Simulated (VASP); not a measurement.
# CdTe (zincblende type) (F-43m) in VASP: further runs

Runs on CdTe (zincblende type). Level: PBE. Tasks: single point.

All numbers are computed with VASP 6.6.1; they aren't measurements. Logs are shortened: lines on timing, memory, paths and dates and some standing lists are left out, and cuts for length are marked.

## Step 1: The cell of the first run

Symmetry: F-43m, No. 216, cubic system. The conventional cell has a = 5.421 Å, b = 5.421 Å, c = 5.421 Å, α = 90.00°, β = 90.00°, γ = 90.00°. Within 3.1 Å of Cd (site symmetry -43m) lie 4 Te at 2.35 Å. Within 3.1 Å of Te (site symmetry -43m) lie 4 Cd at 2.35 Å.

## Step 2: Single point, PBE (volume scaled by 0.55)

INCAR reads:

```
SYSTEM = CdTe
PREC = Accurate ; ENCUT = 520
EDIFF = 1E-7 ; ISMEAR = -1
SIGMA = 0.08 ; LREAL = .FALSE.
LASPH = .TRUE. ; NELM = 80
ALGO = Normal ; ISIF = 2
LWAVE = .FALSE. ; LCHARG = .TRUE.
GGA = PE ; LELF = .TRUE.
LVHAR = .TRUE. ; NBANDS = 16
```

KPOINTS reads:

```
regular mesh
0
G
  11 11 11
  0 0 0
```

POSCAR reads:

```
CdTe
1.0
    0.0000000000      2.7102663863      2.7102663863
    2.7102663863      0.0000000000      2.7102663863
    2.7102663863      2.7102663863      0.0000000000
Cd Te
1 1
Direct
    0.0000000000      0.0000000000      0.0000000000
    0.2500000000      0.2500000000      0.2500000000
```

Potentials or basis: VASP PAW PBE potentials, release 64 (Cd, Te).

Launch:

```bash
> cat potpaw_PBE.64/Cd/POTCAR potpaw_PBE.64/Te/POTCAR > POTCAR
> mpirun -np 1 vasp_std > vasp.out
```

OUTCAR:

```text
SYSTEM = CdTe
   PREC = Accurate
   ENCUT = 520
   EDIFF = 1E-7
   ISMEAR = -1
   LREAL = .FALSE.
   LASPH = .TRUE.
   NELM = 80
   ISIF = 2
   GGA = PE

 ion  position               nearest neighbor table
   1  0.000  0.000  0.000-   2 2.35   2 2.35   2 2.35   2 2.35
   2  0.250  0.250  0.250-   1 2.35   1 2.35   1 2.35   1 2.35

  LATTYP: Found a face centered cubic cell.
 ALAT       =     5.4205327726

  Lattice vectors:

 A1 = (   0.0000000000,   2.7102663863,   2.7102663863)
 A2 = (   2.7102663863,   0.0000000000,   2.7102663863)
 A3 = (   2.7102663863,   2.7102663863,   0.0000000000)

Analysis of symmetry for initial positions (statically):
=====================================================================
 Subroutine PRICEL returns:
 Original cell was already a primitive cell.

 Routine SETGRP: Setting up the symmetry group for a
 face centered cubic supercell.

 Subroutine GETGRP returns: Found 24 space group operations
 (whereof 24 operations were pure point group operations)
 out of a pool of 48 trial point group operations.

The static configuration has the point symmetry T_d .

Analysis of symmetry for dynamics (positions and initial velocities):
=====================================================================
 Subroutine PRICEL returns:
 Original cell was already a primitive cell.

 Routine SETGRP: Setting up the symmetry group for a
 face centered cubic supercell.

 Subroutine GETGRP returns: Found 24 space group operations
 (whereof 24 operations were pure point group operations)
 out of a pool of 48 trial point group operations.

The dynamic configuration has the point symmetry T_d .

 Subroutine INISYM returns: Found 24 space group operations
 (whereof 24 operations are pure point group operations),
 and found     1 'primitive' translations

----------------------------------------------------------------------------------------

                                     Primitive cell

  volume of cell :      39.8168

  direct lattice vectors                    reciprocal lattice vectors
     0.000000000  2.710266386  2.710266386    -0.184483711  0.184483711  0.184483711
     2.710266386  0.000000000  2.710266386     0.184483711 -0.184483711  0.184483711
     2.710266386  2.710266386  0.000000000     0.184483711  0.184483711 -0.184483711

  length of vectors
     3.832895481  3.832895481  3.832895481     0.319535160  0.319535160  0.319535160

  position of ions in fractional coordinates (direct lattice)
     0.000000000  0.000000000  0.000000000
     0.250000000  0.250000000  0.250000000

  ion indices of the primitive-cell ions
   primitive index   ion index
                 1           1
                 2           2

----------------------------------------------------------------------------------------

 KPOINTS: regular mesh

Automatic generation of k-mesh.
 Grid dimensions read from file:
 generate k-points for:   11   11   11

 Generating k-lattice:

  Cartesian coordinates                     Fractional coordinates (reciprocal lattice)
    -0.016771246  0.016771246  0.016771246     0.090909091  0.000000000  0.000000000
     0.016771246 -0.016771246  0.016771246     0.000000000  0.090909091  0.000000000
     0.016771246  0.016771246 -0.016771246     0.000000000  0.000000000  0.090909091

  Length of vectors
     0.029048651  0.029048651  0.029048651

  Shift w.r.t. Gamma in fractional coordinates (k-lattice)
     0.000000000  0.000000000  0.000000000

 Subroutine IBZKPT returns following result:
 ===========================================

 Found     56 irreducible k-points:

 Following reciprocal coordinates:
            Coordinates               Weight
  0.000000  0.000000  0.000000      1.000000
  0.090909  0.000000  0.000000      8.000000
  0.181818  0.000000  0.000000      8.000000
  0.272727  0.000000  0.000000      8.000000
  0.363636  0.000000  0.000000      8.000000
  0.454545  0.000000  0.000000      8.000000
[... 16 lines left out ...]
 -0.272727  0.181818  0.000000     24.000000
 -0.181818  0.181818  0.000000     12.000000
 [... further k-points ...]
   k-points           NKPTS =     56   k-points in BZ     NKDIM =     56   number of bands    NBANDS=     16
   number of dos      NEDOS =    301   number of ions     NIONS =      2
   total plane-waves  NPLWV =  27000
   dimension x,y,z NGX =    30 NGY =   30 NGZ =   30
   dimension x,y,z NGXF=    60 NGYF=   60 NGZF=   60
   ions per type =               1   1
   NGX,Y,Z   is equivalent  to a cutoff of  13.01, 13.01, 13.01 a.u.
   NGXF,Y,Z  is equivalent  to a cutoff of  26.02, 26.02, 26.02 a.u.
 SYSTEM =  CdTe
   PREC   = accura    normal or accurate (medium, high low for compatibility)
   ISTART =      0    job   : 0-new  1-cont  2-samecut
   ICHARG =      2    charge: 1-file 2-atom 10-const
   ISPIN  =      1    spin polarized calculation?
   LNONCOLLINEAR =      F non collinear calculations
   LSORBIT =      F    spin-orbit coupling
   LASPH  =      T    aspherical Exc in radial PAW
   ENCUT  =  520.0 eV  38.22 Ry    6.18 a.u.   7.13  7.13  7.13*2*pi/ulx,y,z
   NELM   =     80;   NELMIN=  2; NELMDL= -5     # of ELM steps
   EDIFF  = 0.1E-06   stopping-criterion for ELM
   LREAL  =      F    real-space projection
   EDIFFG = 0.1E-05   stopping-criterion for IOM
   NSW    =      0    number of steps for IOM
   IBRION =     -1    ionic relax: 0-MD 1-quasi-New 2-CG
   NFREE  =      0    steps in history (QN), initial steepest desc. (CG)
   ISIF   =      2    stress and relaxation
   ISYM   =      2    0-nonsym 1-usesym 2-fastsym
   POTIM  = 0.5000    time-step for ionic-motion
   TEBEG  =    0.0;   TEEND  =   0.0 temperature during run
   PSTRESS=    0.0 pullay stress
   NELECT =      18.0000    total number of electrons
   NUPDOWN=      -1.0000    fix difference up-down
   EMIN   =  10.00;   EMAX   =-10.00  energy-range for DOS
   EFERMI =   0.00;   METHOD = LEGACY
   ISMEAR =    -1;   SIGMA  =   0.08  broadening in eV -4-tet -1-fermi 0-gaus
   EFERMI_NEDOS =   21; number of points for ismear=-14 and -15
   IALGO  =     38    algorithm
   IMIX   =      4    mixing-type and parameters
     AMIX     =   0.40;   BMIX     =  1.00
     AMIX_MAG =   1.60;   BMIX_MAG =  1.00
  volume/ion in A,a.u.               =      19.91       134.35
  Fermi-wavevector in a.u.,A,eV,Ry     =   1.256446  2.374338 21.478913  1.578656
  Thomas-Fermi vector in A             =   2.390153
   LORBIT       =      0    0 simple, 1 ext, 2 COOP (PROOUT), +10 PAW based schemes
   GGA     = PE    functional components
[... 5 lines left out ...]
 non-spin polarized calculation
  energy-cutoff  :      520.00
  volume of cell :       39.82
 maximum number of plane-waves:      1082
 NGX is ok and might be reduce to    30
   NGX = 15   NGY = 15   NGZ = 15

 number of electron      17.9999999 magnetization

 Free energy of the ion-electron system (eV)
  ---------------------------------------------------
  ext. energy  EPLUGINS =         0.00000000
  ---------------------------------------------------
  free energy    TOTEN  =         0.30498498 eV

  energy without entropy =        0.30503281  energy(sigma->0) =        0.30500890

 E-fermi :   9.7559     XC(G=0): -11.1985

 val. band max:        9.3523642430   @ k =   0.0000   0.0000   0.0000
 cond. band min:      10.2132591350   @ k =   0.4545   0.4545   0.0000
 fundamental gap:      0.8608948920
 Fermi energy:         9.7559010943

 k-point     1 :       0.0000    0.0000    0.0000
  band No.  band energies     occupation
      1      -6.7206      2.00000
      2      -2.7277      2.00000
      3      -2.7277      2.00000
      4      -2.7277      2.00000
      5      -1.8593      2.00000
      6      -1.8593      2.00000
[... 8 lines left out ...]
     15      18.6663      0.00000
     16      18.6663      0.00000

 k-point     2 :       0.0909    0.0000    0.0000
  band No.  band energies     occupation
      1      -6.6365      2.00000
      2      -2.7067      2.00000
      3      -2.7066      2.00000
      4      -2.7066      2.00000
      5      -1.8642      2.00000
      6      -1.8642      2.00000
[... 8 lines left out ...]
     15      17.9023      0.00000
     16      17.9023      0.00000

 k-point     3 :       0.1818    0.0000    0.0000
  band No.  band energies     occupation
      1      -6.4067      2.00000
      2      -2.6527      2.00000
      3      -2.6527      2.00000
      4      -2.6138      2.00000
      5      -1.8728      2.00000
      6      -1.8728      2.00000
[... 8 lines left out ...]
     15      17.3866      0.00000
     16      17.3866      0.00000

 k-point     4 :       0.2727    0.0000    0.0000
  band No.  band energies     occupation
      1      -6.1013      2.00000
      2      -2.5908      2.00000
      3      -2.5908      2.00000
      4      -2.3637      2.00000
      5      -1.8715      2.00000
      6      -1.8715      2.00000
[... 8 lines left out ...]
     15      17.7152      0.00000
     16      17.7152      0.00000

 k-point     5 :       0.3636    0.0000    0.0000
  band No.  band energies     occupation
      1      -5.8272      2.00000
      2      -2.5458      2.00000
      3      -2.5458      2.00000
      4      -1.8539      2.00000
      5      -1.8539      2.00000
      6      -1.8476      2.00000
[... 8 lines left out ...]
     15      18.7875      0.00000
     16      18.7875      0.00000

 k-point     6 :       0.4545    0.0000    0.0000
  band No.  band energies     occupation
      1      -5.6740      2.00000
      2      -2.5257      2.00000
      3      -2.5257      2.00000
      4      -1.8346      2.00000
      5      -1.8346      2.00000
      6      -1.0753      2.00000
[... 8 lines left out ...]
     15      20.0714      0.00000
     16      20.2490      0.00000

 k-point     7 :       0.0909    0.0909    0.0000
  band No.  band energies     occupation
      1      -6.6085      2.00000
      2      -2.7217      2.00000
      3      -2.6886      2.00000
      4      -2.6886      2.00000
      5      -1.8788      2.00000
      6      -1.8527      2.00000
[... 8 lines left out ...]
     15      17.9920      0.00000
     16      19.0059      0.00000

 k-point     8 :       0.1818    0.0909    0.0000
  band No.  band energies     occupation
      1      -6.4270      2.00000
      2      -2.6866      2.00000
      3      -2.6348      2.00000
      4      -2.6241      2.00000
      5      -1.8952      2.00000
      6      -1.8495      2.00000
[... 8 lines left out ...]
     15      18.3499      0.00000
     16      18.4774      0.00000

 k-point     9 :       0.2727    0.0909    0.0000
  band No.  band energies     occupation
      1      -6.1460      2.00000
      2      -2.6158      2.00000
      3      -2.5689      2.00000
      4      -2.4551      2.00000
      5      -1.8926      2.00000
      6      -1.8455      2.00000
[... 8 lines left out ...]
     15      18.0860      0.00000
     16      18.5084      0.00000
[... 172 lines left out ...]
 k-point    19 :       0.3636    0.1818    0.0000
  band No.  band energies     occupation
      1      -5.8114      2.00000
      2      -2.5522      2.00000
      3      -2.4398      2.00000
      4      -2.2694      2.00000
      5      -1.8174      2.00000
      6      -1.7432      2.00000
[... 8 lines left out ...]
     15      19.9999      0.00000
     16      20.0579      0.00000

 k-point    20 :       0.4545    0.1818    0.0000
  band No.  band energies     occupation
      1      -5.6160      2.00000
      2      -2.5183      2.00000
      3      -2.4093      2.00000
      4      -2.0743      2.00000
      5      -1.8179      2.00000
      6      -1.2638      2.00000
[... 8 lines left out ...]
     15      20.9288      0.00000
     16      21.1608      0.00000

 k-point    21 :      -0.4545    0.1818    0.0000
  band No.  band energies     occupation
      1      -5.5364      2.00000
      2      -2.5068      2.00000
      3      -2.4096      2.00000
      4      -1.9667      2.00000
      5      -1.8413      2.00000
      6      -0.6475      2.00000
[... 8 lines left out ...]
     15      19.9536      0.00000
     16      20.3441      0.00000

 k-point    22 :      -0.3636    0.1818    0.0000
  band No.  band energies     occupation
      1      -5.5837      2.00000
      2      -2.5027      2.00000
      3      -2.4364      2.00000
      4      -1.9419      2.00000
      5      -1.8830      2.00000
      6      -1.0487      2.00000
[... 8 lines left out ...]
     15      18.8443      0.00000
     16      19.9832      0.00000

 k-point    23 :      -0.2727    0.1818    0.0000
  band No.  band energies     occupation
      1      -5.7514      2.00000
      2      -2.5098      2.00000
      3      -2.4900      2.00000
      4      -2.0677      2.00000
      5      -1.9164      2.00000
      6      -1.6122      2.00000
[... 8 lines left out ...]
     15      19.3886      0.00000
     16      21.1920      0.00000

 k-point    24 :      -0.1818    0.1818    0.0000
  band No.  band energies     occupation
      1      -6.0003      2.00000
      2      -2.5614      2.00000
      3      -2.5442      2.00000
      4      -2.3480      2.00000
      5      -1.9208      2.00000
      6      -1.7913      2.00000
[... 8 lines left out ...]
     15      19.4719      0.00000
     16      20.3075      0.00000

 [... further k-points ...]
[... 5 lines left out ...]
  --------------------------------------------------------------------------------------
  -------------------------------------------------------------------------------------
  Total       22.0242577     22.0242577     22.0242577     -0.0000000      0.0000000      0.0000000
  in kB      886.2289465    886.2289465    886.2289465     -0.0000000      0.0000000      0.0000000
  external PRESSURE =     886.2289465 kB  Pullay stress =       0.0000000 kB

 VOLUME and BASIS-vectors are now :
 -----------------------------------------------------------------------------
  energy-cutoff  :      520.00
  volume of cell :       39.82
      direct lattice vectors                 reciprocal lattice vectors
     0.000000000  2.710266386  2.710266386    -0.184483711  0.184483711  0.184483711
     2.710266386  0.000000000  2.710266386     0.184483711 -0.184483711  0.184483711
     2.710266386  2.710266386  0.000000000     0.184483711  0.184483711 -0.184483711

 POSITION                                       TOTAL-FORCE (eV/Angst)
 -----------------------------------------------------------------------------------
      0.00000      0.00000      0.00000         0.000000     -0.000000      0.000000
      1.35513      1.35513      1.35513        -0.000000      0.000000     -0.000000
 -----------------------------------------------------------------------------------
    total drift:                               -0.000000     -0.000000     -0.000000

  FREE ENERGIE OF THE ION-ELECTRON SYSTEM (eV)
  ---------------------------------------------------
  free  energy   TOTEN  =         0.3049849843 eV

  energy  without entropy=        0.3050328109  energy(sigma->0) =        0.30500890
```

Wall time 39 s (1 thread of Intel Xeon Platinum 8488C (Sapphire Rapids), shared host); peak memory 0.19 GiB.

What came out:

* Free energy: 0.3050 eV
* Pressure: 88.6 GPa
* Band gap on the k mesh: 0.86 eV, indirect (least direct gap 2.29 eV)

Caveat: spin-orbit coupling is left out, which moves the levels of the heavy elements. A k mesh can miss the band edges.

## Step 3: Single point, PBE (volume scaled by 0.55)

INCAR reads:

```
PREC     = Accurate       # precision mode
ENCUT    = 520            # plane-wave cutoff, eV
EDIFF    = 1E-7           # SCF threshold, eV
ISMEAR   = -1             # smearing method
SIGMA    = 0.08           # smearing width, eV
LREAL    = False          # projectors in reciprocal space
LASPH    = True           # aspherical terms in the spheres
NELM     = 80             # most SCF steps
ALGO     = Normal         # electronic algorithm
ISIF     = 2              # what is computed and relaxed
LWAVE    = False          # write WAVECAR
LCHARG   = False          # write CHGCAR
GGA      = PE             # functional
NBANDS   = 16             # bands
```

KPOINTS reads:

```
Automatic mesh
0
Gamma
  11 11 11
```

POSCAR is that of step 2.

Potentials or basis: VASP PAW PBE potentials, release 64 (Cd, Te).

Launch:

```bash
> cat potpaw_PBE.64/Cd/POTCAR potpaw_PBE.64/Te/POTCAR > POTCAR
> mpirun -np 1 vasp_std > vasp.out
```

Wall time 33 s (1 thread of Intel Xeon Platinum 8488C (Sapphire Rapids), shared host); peak memory 0.19 GiB.

The run converged. Its results:

```yaml
Free_energy: 0.3050 eV
Pressure: 88.6 GPa
Band_gap_on_the_k_mesh: 0.86 eV, indirect (least direct gap 2.29 eV)
```

Levels at points of the mesh, in eV from the valence-band top:
```
           k point  band 5  band 6  band 7  band 8  band 9  band 10  band 11  band 12  band 13  band 14
(0.00, 0.00, 0.00)  -11.21  -11.21    0.00    0.00    0.00     2.29     3.58     3.58     3.58     7.52
```

Caveat: spin-orbit coupling is left out, which moves the levels of the heavy elements. A k mesh can miss the band edges.

(Part 1 of 2 ends here.)
